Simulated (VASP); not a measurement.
# As2F3 (R-3m) in VASP: further runs, part 2 of 2

VASP 6.6.1.

## 3. Single point, PBE

This run uses another cell than the first one, of 14.90 Å³/atom.

Input file INCAR:

```
PREC = Accurate
ENCUT = 520
EDIFF = 1E-6
ISMEAR = 0
SIGMA = 0.1
LREAL = F
LASPH = T
NELM = 60
ALGO = Normal
ISIF = 2
LWAVE = F
LCHARG = F
GGA = PE
NBANDS = 24
```

Input file KPOINTS:

```
Automatic mesh
0
Gamma
  6 6 6
```

Input file POSCAR:

```
As2F3
1.0
    1.6676640181      0.9628262697      7.7304686556
   -1.6676640181      0.9628262697      7.7304686556
    0.0000000000     -1.9256525394      7.7304686556
As F
2 3
Direct
    0.4000000000      0.4000000000      0.4000000000
    0.6000000000      0.6000000000      0.6000000000
    0.0000000000      0.0000000000      0.0000000000
    0.2095000000      0.2095000000      0.2095000000
    0.7905000000      0.7905000000      0.7905000000
```

Potentials or basis: VASP PAW PBE potentials, release 64 (As, F).

On the command line:

```
cat potpaw_PBE.64/As/POTCAR potpaw_PBE.64/F/POTCAR > POTCAR
mpirun -np 1 vasp_std > vasp.out
```

OUTCAR:

```text
PREC = Accurate
   ENCUT = 520
   EDIFF = 1E-6
   ISMEAR = 0
   LREAL = F
   LASPH = T
   NELM = 60
   ISIF = 2
   GGA = PE

 ion  position               nearest neighbor table
   1  0.400  0.400  0.400-   5 2.34   5 2.34   5 2.34
   2  0.600  0.600  0.600-   4 2.34   4 2.34   4 2.34
   3  0.000  0.000  0.000-
   4  0.209  0.209  0.209-   2 2.34   2 2.34   2 2.34
   5  0.791  0.791  0.791-   1 2.34   1 2.34   1 2.34

  LATTYP: Found a trigonal (rhomboedric) cell.
 ALAT       =     7.9666983963
 COS(alpha) =     0.9123624232

  Lattice vectors:

 A1 = (   1.6676640181,   0.9628262697,   7.7304686556)
 A2 = (  -1.6676640181,   0.9628262697,   7.7304686556)
 A3 = (   0.0000000000,  -1.9256525394,   7.7304686556)

Analysis of symmetry for initial positions (statically):
=====================================================================
 Subroutine PRICEL returns:
 Original cell was already a primitive cell.

 Routine SETGRP: Setting up the symmetry group for a
 trigonal (rhombohedral) supercell.

 Subroutine GETGRP returns: Found 12 space group operations
 (whereof 12 operations were pure point group operations)
 out of a pool of 12 trial point group operations.

The static configuration has the point symmetry D_3d.

Analysis of symmetry for dynamics (positions and initial velocities):
=====================================================================
 Subroutine PRICEL returns:
 Original cell was already a primitive cell.

 Routine SETGRP: Setting up the symmetry group for a
 trigonal (rhombohedral) supercell.

 Subroutine GETGRP returns: Found 12 space group operations
 (whereof 12 operations were pure point group operations)
 out of a pool of 12 trial point group operations.

The dynamic configuration has the point symmetry D_3d.
[... 121 lines left out ...]
   EFERMI_NEDOS =   21; number of points for ismear=-14 and -15
   IALGO  =     38    algorithm
   IMIX   =      4    mixing-type and parameters
     AMIX     =   0.40;   BMIX     =  1.00
     AMIX_MAG =   1.60;   BMIX_MAG =  1.00
  volume/ion in A,a.u.               =      14.90       100.52
  Fermi-wavevector in a.u.,A,eV,Ry     =   1.222337  2.309882 20.328562  1.494107
  Thomas-Fermi vector in A             =   2.357487
   LORBIT       =      0    0 simple, 1 ext, 2 COOP (PROOUT), +10 PAW based schemes
   GGA     = PE    functional components
   LHFCALC =     F    Hartree Fock is set to
   AEXX    =    0.0000 exact exchange contribution
   IVDW    =     0    specifies the selected vdW correction
   LEPSILON=     F    determine dielectric tensor
   LRPA    =     F    only Hartree local field effects (RPA)
 non-spin polarized calculation
 Gauss-broadening in eV      SIGMA  =   0.10
  energy-cutoff  :      520.00
  volume of cell :       74.48
 maximum number of plane-waves:      2016
   NGX = 29   NGY = 29   NGZ = 29

 number of electron      30.9999997 magnetization

 Free energy of the ion-electron system (eV)
  ---------------------------------------------------
  ext. energy  EPLUGINS =         0.00000000
  ---------------------------------------------------
  free energy    TOTEN  =       -17.87309984 eV

  energy without entropy =      -17.84225484  energy(sigma->0) =      -17.85767734

 E-fermi :   3.7547     XC(G=0):  -9.8675

 val. band max:        3.7499862851   @ k =   0.5000   0.1667   0.0000
 cond. band min:       3.7551595552   @ k =  -0.1667   0.5000   0.1667
 fundamental gap:      0.0051732701
 Fermi energy:         3.7546705296

 k-point     1 :       0.0000    0.0000    0.0000
  band No.  band energies     occupation
      1     -21.2587      2.00000
      2     -20.0664      2.00000
      3     -19.7865      2.00000
      4      -8.5964      2.00000
      5      -8.1201      2.00000
      6      -2.3527      2.00000
[... 637 lines left out ...]
     23      14.1520      0.00000
     24      15.5030      0.00000

 [... further k-points ...]

------------------------ aborting loop because EDIFF is reached ----------------------------------------

  FORCE on cell =-STRESS in cart. coord.  units (eV):
  Direction    XX          YY          ZZ          XY          YZ          ZX
  --------------------------------------------------------------------------------------
  -------------------------------------------------------------------------------------
  Total       -0.5832259     -0.5832259      3.9198784      0.0000000     -0.0000000      0.0000000
  in kB      -12.5468239    -12.5468239     84.3275763      0.0000000     -0.0000000      0.0000000
  external PRESSURE =      19.7446428 kB  Pullay stress =       0.0000000 kB

 VOLUME and BASIS-vectors are now :
 -----------------------------------------------------------------------------
  energy-cutoff  :      520.00
  volume of cell :       74.48
      direct lattice vectors                 reciprocal lattice vectors
     1.667664018  0.962826270  7.730468656     0.299820584  0.173101495  0.043119421
    -1.667664018  0.962826270  7.730468656    -0.299820584  0.173101495  0.043119421
     0.000000000 -1.925652539  7.730468656     0.000000000 -0.346202990  0.043119421

 POSITION                                       TOTAL-FORCE (eV/Angst)
 -----------------------------------------------------------------------------------
      0.00000      0.00000      9.27656         0.000000     -0.000000      0.996981
      0.00000      0.00000     13.91484         0.000000      0.000000     -0.996981
      0.00000      0.00000      0.00000         0.000000      0.000000      0.000000
      0.00000      0.00000      4.85860         0.000000      0.000000      0.205112
      0.00000      0.00000     18.33281         0.000000      0.000000     -0.205112
 -----------------------------------------------------------------------------------
    total drift:                                0.000000      0.000000     -0.000000

  FREE ENERGIE OF THE ION-ELECTRON SYSTEM (eV)
  ---------------------------------------------------
  free  energy   TOTEN  =       -17.8730998359 eV

  energy  without entropy=      -17.8422548400  energy(sigma->0) =      -17.85767734
```

OSZICAR:

```text
N       E                     dE             d eps       ncg     rms          rms(c)
DAV:   1     0.154555277866E+03    0.15456E+03   -0.15057E+04  1536   0.115E+03
DAV:   2    -0.127771695464E+02   -0.16733E+03   -0.15675E+03  1976   0.251E+02
DAV:   3    -0.207852872542E+02   -0.80081E+01   -0.79512E+01  1800   0.549E+01
DAV:   4    -0.208246929709E+02   -0.39406E-01   -0.39396E-01  1840   0.434E+00
DAV:   5    -0.208249319890E+02   -0.23902E-03   -0.23902E-03  1840   0.325E-01    0.999E+00
DAV:   6    -0.181083860855E+02    0.27165E+01   -0.10751E+01  1768   0.271E+01    0.487E+00
DAV:   7    -0.179211388950E+02    0.18725E+00   -0.12299E+00  1632   0.802E+00    0.221E+00
DAV:   8    -0.178750355671E+02    0.46103E-01   -0.20820E-01  1848   0.367E+00    0.505E-01
DAV:   9    -0.178734117489E+02    0.16238E-02   -0.20618E-02  1760   0.143E+00    0.244E-01
DAV:  10    -0.178728625960E+02    0.54915E-03   -0.26743E-03  1832   0.394E-01    0.175E-01
DAV:  11    -0.178731401712E+02   -0.27758E-03   -0.88387E-04  1664   0.217E-01    0.534E-02
DAV:  12    -0.178730951989E+02    0.44972E-04   -0.12101E-04  1856   0.832E-02    0.111E-02
DAV:  13    -0.178730996361E+02   -0.44372E-05   -0.19196E-05  1720   0.294E-02    0.584E-03
DAV:  14    -0.178730998359E+02   -0.19975E-06   -0.13422E-06  1384   0.926E-03
   1 F= -.17873100E+02 E0= -.17857677E+02  d E =-.308450E-01
```

Run time: 2.8 min. Hardware: 1 thread of Oxide Virtual Turin-like, shared host; peak memory 0.43 GiB.

Results:

- Free energy: -17.8731 eV
- Pressure: 2.0 GPa
- Largest force: 0.997 eV/Å
- Band gap on the k mesh: zero (an odd number of electrons rules out a gap without spin polarisation)

Forces on the atoms (eV/Å):
```
As   0.000  0.000  0.997
As   0.000  0.000 -0.997
F    0.000  0.000  0.000
F    0.000  0.000  0.205
F    0.000  0.000 -0.205
```

Levels at points of the mesh, in eV from the Fermi level:
| k point | band 12 | band 13 | band 14 | band 15 | band 16 | band 17 | band 18 | band 19 |
| --- | --- | --- | --- | --- | --- | --- | --- | --- |
| (0.00, 0.00, 0.00) | -4.72 | -4.72 | -3.40 | -1.97 | 0.97 | 1.94 | 1.94 | 2.69 |
| (0.50, 0.00, 0.00) | -5.10 | -4.95 | -3.76 | -1.71 | -0.14 | 1.23 | 1.46 | 1.46 |
| (0.50, 0.50, 0.00) | -5.07 | -4.65 | -4.11 | -1.63 | -0.13 | 1.20 | 1.48 | 1.51 |
| (0.50, 0.50, 0.50) | -4.73 | -4.41 | -4.14 | -1.35 | 0.51 | 1.98 | 1.98 | 2.65 |

Caveat: the k points lie up to 0.37 Å⁻¹ apart, too coarse for converged energies and pressures of a metal; an odd number of electrons without spin polarisation forces a metal; a magnetic or distorted state may lie lower.

## 4. Relaxation of cell and atoms, PBE

This run uses another cell than the first one, of 14.90 Å³/atom.

Input file INCAR:

```
SYSTEM = As2F3
PREC = Accurate
ENCUT = 600
EDIFF = 1E-6
ISMEAR = 0
SIGMA = 0.1
LREAL = .False.
LASPH = .True.
NELM = 80
ALGO = Normal
ISIF = 3
LWAVE = .False.
LCHARG = .False.
GGA = PE
IBRION = 2
NSW = 90
EDIFFG = -0.04
```

Input file KPOINTS:

```
Automatic mesh
0
Gamma
  6 6 6
  0 0 0
```

POSCAR is that of step 3.

On the command line:

```
cat potpaw_PBE.64/As/POTCAR potpaw_PBE.64/F/POTCAR > POTCAR
mpirun -np 1 vasp_std > vasp.out
```

It took 41 min on 1 thread of Oxide Virtual Turin-like, shared host; peak memory 0.6 GiB.

It converged, with:

| Item | Value |
| --- | --- |
| Free energy | -19.4059 eV |
| Relaxed volume | 13.63 Å³/atom |
| Relaxed cell | a = 9.686 Å, b = 9.686 Å, c = 9.686 Å, α = 17.05°, β = 17.05°, γ = 17.05° |
| Space group after relaxing (to 0.1 Å) | R-3m (No. 166) |
| Energy gained by relaxing | 305.7 meV/atom |
| Ionic steps | 22 |
| Pressure after relaxing | -0.3 GPa |
| Largest force after relaxing | 0.037 eV/Å |
| Band gap on the k mesh | zero (an odd number of electrons rules out a gap without spin polarisation) |

Forces on the atoms (eV/Å):
```
As   0.000  0.000 -0.037
As   0.000  0.000  0.037
F    0.000  0.000  0.000
F    0.000  0.000  0.026
F    0.000  0.000 -0.026
```

Stress tensor (GPa, compression positive):
```
-0.20  0.00  0.00
 0.00 -0.20  0.00
 0.00  0.00 -0.44
```

Step by step:
```
step  energy change (eV)  largest force (eV/Å)  pressure (GPa)  volume (Å³)
   1              0.0000                0.9978            1.92        74.48
   2             -0.2367                0.5566           -0.34        76.37
   3             -0.4690                1.1107           -3.90        81.69
   4             -0.4881                0.7732           -3.44        80.59
   5             -0.6542                1.0474           -3.58        79.68
   6             -1.0336                1.9977           -4.22        76.14
   7             -1.2272                1.3046           -5.03        73.42
   8             -1.2442                1.0612           -5.18        72.52
   9             -1.4177                0.8728           -2.19        69.74
  10             -1.5028                0.5279            2.19        66.46
  11             -1.5030                0.4984            2.53        66.24
  12             -1.5230                0.1298            0.52        66.98
  13             -1.5230                0.1341            0.51        66.98
  14             -1.5253                0.0922            0.30        67.27
  15             -1.5263                0.0407            0.06        67.62
  16             -1.5267                0.0477           -0.03        67.71
  17             -1.5273                0.0648           -0.27        67.92
  18             -1.5273                0.1004           -0.73        68.32
  19             -1.5275                0.0825           -0.53        68.13
  20             -1.5276                0.0769           -0.50        68.13
  21             -1.5281                0.0577           -0.42        68.14
  22             -1.5287                0.0365           -0.28        68.15
```

Final structure:
```
As F
1.0
     1.43584    0.82898    9.54254
    -1.43584    0.82898    9.54254
     0.00000   -1.65796    9.54254
As F
2 3
Direct
  0.40353 0.40353 0.40353
  0.59647 0.59647 0.59647
  0.00000 0.00000 0.00000
  0.20859 0.20859 0.20859
  0.79141 0.79141 0.79141
```

Levels at points of the mesh, in eV from the Fermi level:
```tsv
k point	band 12	band 13	band 14	band 15	band 16	band 17	band 18	band 19
(0.00, 0.00, 0.00)	-3.10	-3.10	-2.84	-0.47	1.42	5.70	5.70	5.82
(0.50, 0.00, 0.00)	-4.35	-3.56	-3.37	-2.59	-1.59	2.04	2.95	2.96
(0.50, 0.50, 0.00)	-4.33	-3.62	-3.57	-2.60	-1.53	2.12	2.89	2.97
(0.50, 0.50, 0.50)	-3.48	-3.10	-3.10	0.04	1.08	5.71	5.71	5.81
```

Caveat: the k points lie up to 0.42 Å⁻¹ apart in the final cell, too coarse for converged energies and pressures of a metal; a cell axis changed by over 15 % at a fixed basis, so the end point is rough; an odd number of electrons without spin polarisation forces a metal; a magnetic or distorted state may lie lower.

## 5. Overview

| task | cell | cutoff (eV) | gap on the mesh (eV) | pressure (GPa) | largest force (eV/Å) |
| --- | --- | --- | --- | --- | --- |
| single point | a = 10.148 Å, angles 16.2°, 5 atoms, atomic positions A | 520 | none | -0.1 | 0.01 |
| single point | a = 7.967 Å, angles 24.2°, 5 atoms, atomic positions B | 520 | none | 2.0 | 1.00 |
| relaxation of cell and atoms | relaxed from a = 7.967 Å, angles 24.2°, 5 atoms, atomic positions B | 600 | none | -0.3 | 0.04 |

Alike in all rows: level PBE; potentials or basis VASP PAW PBE potentials, release 64 (As, F); no spin polarisation; k mesh 6 × 6 × 6; smearing gaussian 0.1 eV.

Caveats: all runs use coarse meshes; an odd number of electrons without spin polarisation forces a metal; a magnetic or distorted state may lie lower; a cell axis changed by over 15 % at a fixed basis, so the end point is rough (at least some runs).

Total energies depend on the potentials used, so only differences within one code and one set of settings carry meaning.

The gap in the log of VASP goes by the Fermi energy; the results here count the filled bands.